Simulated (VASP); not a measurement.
# Al12H in VASP: a series of runs

Al12H is run at these levels: PBE; tasks: single point.

Everything below comes from runs of VASP 6.6.1. Logs are shortened: lines on timing, memory, paths and dates and some standing lists are left out, and cuts for length are marked.

### Step 1. The cell of the first run

The cell holds a slab with vacuum, 13 atoms: a = 5.714 Å, b = 5.714 Å, c = 21.602 Å, α = 90.00°, β = 90.00°, γ = 120.00°.

### Step 2. Single point, PBE, collinear spin

INCAR reads:

```
PREC = Accurate
ENCUT = 520
EDIFF = 1E-6
ISMEAR = 0
SIGMA = 0.1
LREAL = False
LASPH = True
NELM = 150
ALGO = Normal
ISIF = 2
LWAVE = False
LCHARG = True
ISPIN = 2
MAGMOM = 0 0 0 0 0 0 0 0 0 0 0 0 1
LORBIT = 11
LDIPOL = True
IDIPOL = 3
DIPOL = 0.5 0.5 0.307
GGA = PE
LELF = True
LVHAR = True
LVACPOTAV = True
NBANDS = 34
```

KPOINTS reads:

```
regular mesh
0
Gamma
  6 6 1
```

POSCAR reads:

```
Al12H
1.0
    5.7143028096      0.0000000000      0.0000000000
   -2.8571514048      4.9487313980      0.0000000000
    0.0000000000      0.0000000000     21.6016424764
Al H
12 1
Direct
    0.3333333333      0.1666666667      0.1851711047
    0.3333333333      0.6666666667      0.1851711047
    0.8333333333      0.1666666667      0.1851711047
    0.8333333333      0.6666666667      0.1851711047
    0.1666666667      0.3333333333      0.2916873740
    0.1666666667      0.8333333333      0.2916873740
    0.6666666667      0.3333333333      0.2916873740
    0.6666666667      0.8333333333      0.2916873740
    0.0000000000      0.0000000000      0.3981939098
    0.0000000000      0.5000000000      0.3981939098
    0.5000000000      0.0000000000      0.3981939098
    0.5000000000      0.5000000000      0.3981939098
    0.4444444444     -0.4444444444      0.4940199565
```

Potentials or basis: VASP PAW PBE potentials, release 64 (Al, H).

Launch:

```console
$ cat potpaw_PBE.64/Al/POTCAR potpaw_PBE.64/H/POTCAR > POTCAR
$ mpirun -np 1 vasp_std > vasp.out
```

OUTCAR:

```text
PREC = Accurate
   ENCUT = 520
   EDIFF = 1E-6
   ISMEAR = 0
   LREAL = False
   LASPH = True
   NELM = 150
   ISIF = 2
   ISPIN = 2
   LORBIT = 11
   GGA = PE

 ion  position               nearest neighbor table
   1  0.333  0.167  0.185-   5 2.83   6 2.83   7 2.83   4 2.86   2 2.86   2 2.86   4 2.86   3 2.86
                             3 2.86
   2  0.333  0.667  0.185-   6 2.83   5 2.83   8 2.83   3 2.86   1 2.86   1 2.86   3 2.86   4 2.86
                             4 2.86
   3  0.833  0.167  0.185-   7 2.83   8 2.83   5 2.83   4 2.86   2 2.86   4 2.86   2 2.86   1 2.86
                             1 2.86
   4  0.833  0.667  0.185-   8 2.83   7 2.83   6 2.83   3 2.86   1 2.86   3 2.86   1 2.86   2 2.86
                             2 2.86
   5  0.167  0.333  0.292-   9 2.83  12 2.83  10 2.83   1 2.83   2 2.83   3 2.83   8 2.86   6 2.86
                             6 2.86   8 2.86   7 2.86   7 2.86
   6  0.167  0.833  0.292-  10 2.83  11 2.83   9 2.83   2 2.83   1 2.83   4 2.83   7 2.86   5 2.86
                             5 2.86   7 2.86   8 2.86   8 2.86
   7  0.667  0.333  0.292-  11 2.83  10 2.83  12 2.83   3 2.83   4 2.83   1 2.83   8 2.86   6 2.86
                             8 2.86   6 2.86   5 2.86   5 2.86
   8  0.667  0.833  0.292-  12 2.83   9 2.83  11 2.83   4 2.83   3 2.83   2 2.83   7 2.86   5 2.86
                             7 2.86   5 2.86   6 2.86   6 2.86
   9  0.000  0.000  0.398-   5 2.83   8 2.83   6 2.83  10 2.86  12 2.86  10 2.86  12 2.86  11 2.86
                            11 2.86
  10  0.000  0.500  0.398-   6 2.83   7 2.83   5 2.83   9 2.86  11 2.86   9 2.86  11 2.86  12 2.86
                            12 2.86
  11  0.500  0.000  0.398-   7 2.83   6 2.83   8 2.83  10 2.86  12 2.86  12 2.86  10 2.86   9 2.86
                             9 2.86
  12  0.500  0.500  0.398-   8 2.83   5 2.83   7 2.83   9 2.86  11 2.86  11 2.86   9 2.86  10 2.86
                            10 2.86
  13  0.444  0.556  0.494-

  LATTYP: Found a hexagonal cell.
 ALAT       =     5.7143028096
 C/A-ratio  =     3.7802761240

  Lattice vectors:

 A1 = (   5.7143028096,   0.0000000000,   0.0000000000)
 A2 = (  -2.8571514048,   4.9487313980,   0.0000000000)
 A3 = (   0.0000000000,   0.0000000000,  21.6016424764)

Analysis of symmetry for initial positions (statically):
=====================================================================
 Subroutine PRICEL returns:
 Original cell was already a primitive cell.

 Routine SETGRP: Setting up the symmetry group for a
 hexagonal supercell.

 Subroutine GETGRP returns: Found  2 space group operations
 (whereof  2 operations were pure point group operations)
 out of a pool of 24 trial point group operations.

The static configuration has the point symmetry C_1h.

Analysis of symmetry for dynamics (positions and initial velocities):
=====================================================================
 Subroutine PRICEL returns:
 Original cell was already a primitive cell.

 Routine SETGRP: Setting up the symmetry group for a
 hexagonal supercell.

 Subroutine GETGRP returns: Found  2 space group operations
 (whereof  2 operations were pure point group operations)
 out of a pool of 24 trial point group operations.

The dynamic configuration has the point symmetry C_1h.

Analysis of structural, dynamic, and magnetic symmetry:
=====================================================================
 Subroutine PRICEL returns:
 Original cell was already a primitive cell.

 Routine SETGRP: Setting up the symmetry group for a
 hexagonal supercell.

 Subroutine GETGRP returns: Found  2 space group operations
 (whereof  2 operations were pure point group operations)
 out of a pool of 24 trial point group operations.

The overall configuration has the point symmetry C_1h.

 Subroutine INISYM returns: Found  2 space group operations
 (whereof  2 operations are pure point group operations),
 and found     1 'primitive' translations

----------------------------------------------------------------------------------------

                                     Primitive cell

  volume of cell :     610.8631

  direct lattice vectors                    reciprocal lattice vectors
     5.714302810  0.000000000  0.000000000     0.174999476  0.101035995  0.000000000
    -2.857151405  4.948731398  0.000000000     0.000000000  0.202071990  0.000000000
     0.000000000  0.000000000 21.601642476     0.000000000  0.000000000  0.046292776

  length of vectors
     5.714302810  5.714302810 21.601642476     0.202071990  0.202071990  0.046292776

  position of ions in fractional coordinates (direct lattice)
     0.333333333  0.166666667  0.185171105
     0.333333333  0.666666667  0.185171105
     0.833333333  0.166666667  0.185171105
     0.833333333  0.666666667  0.185171105
[... 69 lines left out ...]
   total plane-waves  NPLWV = 285768
   dimension x,y,z NGX =    42 NGY =   42 NGZ =  162
   dimension x,y,z NGXF=    84 NGYF=   84 NGZF=  324
   ions per type =              12   1
   NGX,Y,Z   is equivalent  to a cutoff of  12.22, 12.22, 12.47 a.u.
   NGXF,Y,Z  is equivalent  to a cutoff of  24.44, 24.44, 24.93 a.u.
 SYSTEM =  unknown system
   PREC   = accura    normal or accurate (medium, high low for compatibility)
   ISTART =      0    job   : 0-new  1-cont  2-samecut
   ICHARG =      2    charge: 1-file 2-atom 10-const
   ISPIN  =      2    spin polarized calculation?
   LNONCOLLINEAR =      F non collinear calculations
   LSORBIT =      F    spin-orbit coupling
   LASPH  =      T    aspherical Exc in radial PAW
   ENCUT  =  520.0 eV  38.22 Ry    6.18 a.u.  10.62 10.62 40.16*2*pi/ulx,y,z
   NELM   =    150;   NELMIN=  2; NELMDL= -5     # of ELM steps
   EDIFF  = 0.1E-05   stopping-criterion for ELM
   LREAL  =      F    real-space projection
   EDIFFG = 0.1E-04   stopping-criterion for IOM
   NSW    =      0    number of steps for IOM
   IBRION =     -1    ionic relax: 0-MD 1-quasi-New 2-CG
   NFREE  =      0    steps in history (QN), initial steepest desc. (CG)
   ISIF   =      2    stress and relaxation
   ISYM   =      2    0-nonsym 1-usesym 2-fastsym
   POTIM  = 0.5000    time-step for ionic-motion
   TEBEG  =    0.0;   TEEND  =   0.0 temperature during run
   PSTRESS=    0.0 pullay stress
   NELECT =      37.0000    total number of electrons
   NUPDOWN=      -1.0000    fix difference up-down
   EMIN   =  10.00;   EMAX   =-10.00  energy-range for DOS
   EFERMI =   0.00;   METHOD = LEGACY
   ISMEAR =     0;   SIGMA  =   0.10  broadening in eV -4-tet -1-fermi 0-gaus
   EFERMI_NEDOS =   21; number of points for ismear=-14 and -15
   IALGO  =     38    algorithm
   IMIX   =      4    mixing-type and parameters
     AMIX     =   0.40;   BMIX     =  1.00
     AMIX_MAG =   1.60;   BMIX_MAG =  1.00
  volume/ion in A,a.u.               =      46.99       317.10
  Fermi-wavevector in a.u.,A,eV,Ry     =   0.642926  1.214953  5.624015  0.413353
  Thomas-Fermi vector in A             =   1.709757
   LORBIT       =     11    0 simple, 1 ext, 2 COOP (PROOUT), +10 PAW based schemes
   GGA     = PE    functional components
   LHFCALC =     F    Hartree Fock is set to
   AEXX    =    0.0000 exact exchange contribution
   IVDW    =     0    specifies the selected vdW correction
   LEPSILON=     F    determine dielectric tensor
   LRPA    =     F    only Hartree local field effects (RPA)
 spin polarized calculation
 Gauss-broadening in eV      SIGMA  =   0.10
  energy-cutoff  :      520.00
  volume of cell :      610.86
 maximum number of plane-waves:     16489
   NGX = 21   NGY = 21   NGZ = 81

 dipolmoment           0.000000      0.000000     -0.083407 electrons x Angstroem

 number of electron      37.0000001 magnetization       0.0004711

 number of electron      37.0000001 magnetization      -0.0000254

 dipolmoment           0.000000      0.000000      0.158019 electrons x Angstroem

 Free energy of the ion-electron system (eV)
  ---------------------------------------------------
  ext. energy  EPLUGINS =         0.00000000
  ---------------------------------------------------
  free energy    TOTEN  =       -44.41833192 eV

  energy without entropy =      -44.39614476  energy(sigma->0) =      -44.40723834

 E-fermi :  -0.3447     XC(G=0):  -4.2327

 val. band max:       -0.3521843252   @ k =   0.5000   0.5000   0.0000
 cond. band min:      -0.2890698069   @ k =   0.1667   0.1667   0.0000
 fundamental gap:      0.0631145183
 Fermi energy:        -0.3446737803

 spin component 1

 k-point     1 :       0.0000    0.0000    0.0000
  band No.  band energies     occupation
      1     -10.9602      1.00000
      2      -9.2422      1.00000
      3      -6.5621      1.00000
      4      -5.1180      1.00000
      5      -5.0873      1.00000
      6      -5.0765      1.00000
[... 418 lines left out ...]
     29       2.9829      0.00000
     30       2.9955      0.00000
 Fermi energy:        -0.3446737803

 spin component 2

 k-point     1 :       0.0000    0.0000    0.0000
  band No.  band energies     occupation
      1     -10.9602      1.00000
      2      -9.2422      1.00000
      3      -6.5621      1.00000
      4      -5.1180      1.00000
      5      -5.0873      1.00000
      6      -5.0765      1.00000
[... 418 lines left out ...]
     29       2.9829      0.00000
     30       2.9955      0.00000
 [bands above 30 left out]

------------------------ aborting loop because EDIFF is reached ----------------------------------------

  FORCE on cell =-STRESS in cart. coord.  units (eV):
  Direction    XX          YY          ZZ          XY          YZ          ZX
  --------------------------------------------------------------------------------------
  -------------------------------------------------------------------------------------
  Total       -3.1389714     -3.0199773     -2.3081973      0.1030520     -0.4207066      0.7286852
  in kB       -8.2329227     -7.9208238     -6.0539609      0.2702856     -1.1034331      1.9112021
  external PRESSURE =      -7.4025691 kB  Pullay stress =       0.0000000 kB

 VOLUME and BASIS-vectors are now :
 -----------------------------------------------------------------------------
  energy-cutoff  :      520.00
  volume of cell :      610.86
      direct lattice vectors                 reciprocal lattice vectors
     5.714302810  0.000000000  0.000000000     0.174999476  0.101035995  0.000000000
    -2.857151405  4.948731398  0.000000000     0.000000000  0.202071990  0.000000000
     0.000000000  0.000000000 21.601642476     0.000000000  0.000000000  0.046292776

 POSITION                                       TOTAL-FORCE (eV/Angst)
 -----------------------------------------------------------------------------------
      1.42858      0.82479      4.00000         0.004971     -0.081555     -0.105000
     -0.00000      3.29915      4.00000        -0.068941      0.039803     -0.042006
      4.28573      0.82479      4.00000        -0.024439      0.014110     -0.061352
      2.85715      3.29915      4.00000         0.073115      0.036472     -0.105000
      0.00000      1.64958      6.30093        -0.126410     -0.076566      0.098132
     -1.42858      4.12394      6.30093        -0.038505      0.022231     -0.076962
      2.85715      1.64958      6.30093         0.166512     -0.096136     -0.031893
      1.42858      4.12394      6.30093         0.003103      0.147757      0.098132
      0.00000      0.00000      8.60164         0.063618     -0.036730     -0.045122
     -1.42858      2.47437      8.60164        -0.092729      0.015663     -0.023967
      2.85715      0.00000      8.60164        -0.059929      0.072474     -0.023967
      1.42858      2.47437      8.60164        -0.223565      0.129076      2.026130
      0.95238      2.74930     10.67164         0.323200     -0.186600     -1.707125
 -----------------------------------------------------------------------------------
    total drift:                               -0.000008      0.000005     -0.000029

  FREE ENERGIE OF THE ION-ELECTRON SYSTEM (eV)
  ---------------------------------------------------
  free  energy   TOTEN  =       -44.4183319210 eV

  energy  without entropy=      -44.3961447626  energy(sigma->0) =      -44.40723834

 vacuum level on the upper side and lower side of the slab         4.640         3.629

 total charge

# of ion       s       p       d       tot
------------------------------------------
    1        0.454   0.311   0.000   0.765
    2        0.454   0.308   0.000   0.762
    3        0.447   0.315   0.000   0.762
    4        0.454   0.311   0.000   0.765
    5        0.435   0.339   0.000   0.774
    6        0.433   0.348   0.000   0.781
    7        0.436   0.343   0.000   0.779
    8        0.435   0.339   0.000   0.774
    9        0.457   0.309   0.000   0.765
   10        0.458   0.305   0.000   0.764
   11        0.458   0.305   0.000   0.764
   12        0.412   0.324   0.000   0.737
   13        0.430   0.002   0.000   0.432
--------------------------------------------------
tot          5.763   3.861   0.000   9.623

 magnetization (x)

# of ion       s       p       d       tot
------------------------------------------
    1       -0.000   0.000   0.000  -0.000
    2       -0.000  -0.000   0.000  -0.000
    3       -0.000  -0.000   0.000  -0.000
    4       -0.000   0.000   0.000  -0.000
    5       -0.000  -0.000   0.000  -0.000
    6       -0.000  -0.000   0.000  -0.000
    7       -0.000  -0.000   0.000  -0.000
    8       -0.000  -0.000   0.000  -0.000
    9        0.000  -0.000   0.000   0.000
   10        0.000  -0.000   0.000   0.000
   11        0.000  -0.000   0.000   0.000
   12        0.000  -0.000   0.000  -0.000
   13        0.000  -0.000   0.000   0.000
--------------------------------------------------
tot          0.000  -0.000   0.000   0.000
```

It took 14 min on 1 thread of Intel Xeon 6975P-C (Granite Rapids), shared host; peak memory 1 GiB.

What came out:

* Free energy: -44.4183 eV
* Largest force: 2.043 eV/Å
* Net moment: 0.00 μB per cell
* Valence electrons inside the program's atomic spheres: Al 0.77, 0.76, 0.78, 0.74 (each value once); H 0.43

Forces in eV/Å, atoms in the order of the input:
```
Al   0.005 -0.082 -0.105
Al  -0.069  0.040 -0.042
Al  -0.024  0.014 -0.061
Al   0.073  0.036 -0.105
Al  -0.126 -0.077  0.098
Al  -0.039  0.022 -0.077
Al   0.167 -0.096 -0.032
Al   0.003  0.148  0.098
Al   0.064 -0.037 -0.045
Al  -0.093  0.016 -0.024
Al  -0.060  0.072 -0.024
Al  -0.224  0.129  2.026
H    0.323 -0.187 -1.707
```

### Step 3. Single point, PBE, collinear spin

INCAR reads:

```
PREC = Accurate
ENCUT = 520
EDIFF = 1E-7
ISMEAR = 0
SIGMA = 0.1
LREAL = F
LASPH = T
NELM = 150
ALGO = Fast
ISIF = 2
LWAVE = F
LCHARG = F
ISPIN = 2
MAGMOM = 0 0 0 0 0 0 0 0 0 0 0 0 1
LORBIT = 11
LDIPOL = T
IDIPOL = 3
DIPOL = 0.5 0.5 0.307
GGA = PE
NBANDS = 34
```

KPOINTS is that of step 2.

POSCAR, as its differences from that of step 2:

```diff
@@ -20,2 +20,2 @@
     0.5000000000      0.5000000000      0.3981939098
-    0.4444444444     -0.4444444444      0.4940199565
+    0.2777777778     -0.2777777778      0.4940199565
```

Potentials or basis: VASP PAW PBE potentials, release 64 (Al, H).

Launch:

```console
$ cat potpaw_PBE.64/Al/POTCAR potpaw_PBE.64/H/POTCAR > POTCAR
$ mpirun -np 1 vasp_std > vasp.out
```

Wall time 29 min (1 thread of Oxide Virtual Turin-like, shared host); peak memory 1 GiB.

Results (log left out):

```yaml
Free_energy: -44.1416 eV
Largest_force: 1.414 eV/Å
Net_moment: 0.00 μB per cell
Valence_electrons_inside_the_program's_atomic_spheres: Al 0.77, 0.76, 0.78, 0.74 (each value once); H 0.42
```

Forces on the atoms (eV/Å):
```
Al  -0.066  0.046 -0.112
Al   0.073 -0.042  0.022
Al   0.079 -0.046 -0.139
Al  -0.072  0.034 -0.112
Al  -0.021 -0.040  0.001
Al  -0.001  0.001  0.178
Al  -0.036  0.021 -0.121
Al   0.024  0.038  0.001
Al  -0.060  0.035  0.037
Al   0.069  0.162  0.783
Al  -0.106 -0.141  0.783
Al   0.166 -0.096  0.090
H   -0.048  0.028 -1.413
```

Levels at points of the mesh, in eV from the Fermi level:
Spin up:
```csv
k point,band 16,band 17,band 18,band 19,band 20,band 21
"(0.00, 0.00, 0.00)",-2.76,-1.26,-0.40,-0.39,-0.26,-0.17
"(0.50, 0.00, 0.00)",-0.54,-0.42,-0.26,0.01,0.92,0.96
"(0.50, 0.50, 0.00)",-0.54,-0.34,-0.26,-0.01,0.92,0.93
```
Spin down:
```csv
k point,band 14,band 15,band 16,band 17,band 18,band 19,band 20,band 21,band 22,band 23
"(0.00, 0.00, 0.00)",-2.81,-2.76,-2.76,-1.26,-0.40,-0.39,-0.26,-0.17,-0.16,0.02
"(0.50, 0.00, 0.00)",-1.62,-0.58,-0.54,-0.42,-0.26,0.01,0.92,0.96,1.31,1.43
"(0.50, 0.50, 0.00)",-1.62,-0.59,-0.54,-0.34,-0.26,-0.01,0.92,0.93,1.31,1.42
```

(Part 1 of 2 ends here.)
